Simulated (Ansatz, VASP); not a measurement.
## MgH2 in VASP and in Ansatz

POSCAR

```
MgH2
1.0
    4.4848772627      0.0000000000      0.0000000000
    0.0000000000      4.4848772627      0.0000000000
    0.0000000000      0.0000000000      2.9964754819
Mg H
2 4
Direct
    0.0000000000      0.0000000000      0.0000000000
    0.5000000000      0.5000000000      0.5000000000
    0.3046815063      0.3046815063      0.0000000000
    0.1953184937      0.8046815063      0.5000000000
    0.8046815063      0.1953184937      0.5000000000
    0.6953184937      0.6953184937      0.0000000000
```

File INCAR.step1:

```
PREC = Accurate ; ENCUT = 520
EDIFF = 1E-5 ; ISMEAR = 0
SIGMA = 0.01 ; LREAL = F
LASPH = T ; NELM = 60
ALGO = Normal ; ISIF = 2
LWAVE = T ; GGA = PE
NBANDS = 13
```

INCAR.step2

```
PREC = Accurate ; ENCUT = 520
EDIFF = 1E-6 ; ISMEAR = 0
SIGMA = 0.01 ; LREAL = F
LASPH = T ; NELM = 60
ALGO = Normal ; ISIF = 2
LWAVE = F ; LCHARG = T
GGA = PE ; LHFCALC = T
AEXX = 0.25 ; PRECFOCK = Fast
LELF = T ; LVHAR = T
ISTART = 1 ; NBANDS = 13
```

The input KPOINTS:

```
Automatic mesh
0
Gamma
  4 4 6
```

Input for Ansatz:

```yaml
crystal:
  lattice:
    - [4.4848772627, 0.0, 0.0]
    - [0.0, 4.4848772627, 0.0]
    - [0.0, 0.0, 2.9964754819]
  atoms:
    - { symbol: Mg, position: [0.0, 0.0, 0.0] }
    - { symbol: Mg, position: [0.5, 0.5, 0.5] }
    - { symbol: H, position: [0.3046815063, 0.3046815063, 0.0] }
    - { symbol: H, position: [0.1953184937, 0.8046815063, 0.5] }
    - { symbol: H, position: [0.8046815063, 0.1953184937, 0.5] }
    - { symbol: H, position: [0.6953184937, 0.6953184937, 0.0] }
kpoints:
  mp_grid: { grid: [4, 4, 6] }
  band_path:
    path:
      - [0.0, 0.0, 0.0]
      - [0.0, 0.5, 0.0]
      - [0.5, 0.5, 0.0]
      - [0.0, 0.0, 0.5]
      - [0.0, 0.5, 0.5]
      - [0.5, 0.5, 0.5]
      - [0.15625, 0.15625, -0.085937]
      - [0.395833, 0.395833, -0.5]
      - [0.35, 0.35, 0.5]
    npoints: 1
hamiltonian:
  xc: pbe0
scf:
  occupations: { method: fixed }
  n_extra_bands: 5
output:
  forces: true
  stress: true
  eigenvalues: true
```

Alike in both runs: task single point; functional PBE0; k mesh 4 × 4 × 6; no spin polarisation.

```csv
,VASP,Ansatz
version,VASP 6.6.1,Ansatz 0.2.0
potentials or method,"VASP PAW PBE potentials, release 64 (Mg, H)","plane waves, PAW"
plane-wave cutoff (eV),520,420
occupations,"gaussian, width 0.01 eV",fixed
valence electrons in the cell,8,24
```

VASP gave:

```
gap on the k mesh at the Fermi level (eV)                     : 5.79
pressure (GPa)                                                : -0.2
traceless stress, the component that is largest in VASP (GPa) : -0.01
rms of the force components (eV/Å)                            : 0.004
```

**Question.** What did Ansatz give for the same quantities?

**Answer.** gap on the k mesh at the Fermi level (eV): 5.82; pressure (GPa): 0.1; traceless stress, the component that is largest in VASP (GPa): 0.06; rms of the force components (eV/Å): 0.003.

Atom by atom the forces differ by 0.001 eV/Å (rms over components). VASP's potentials hold 8 valence electrons a cell and Ansatz's 24, so a difference there can come from the potentials and not from the codes. Ansatz's warnings: stress exchange threshold loose, stress scf threshold loose.
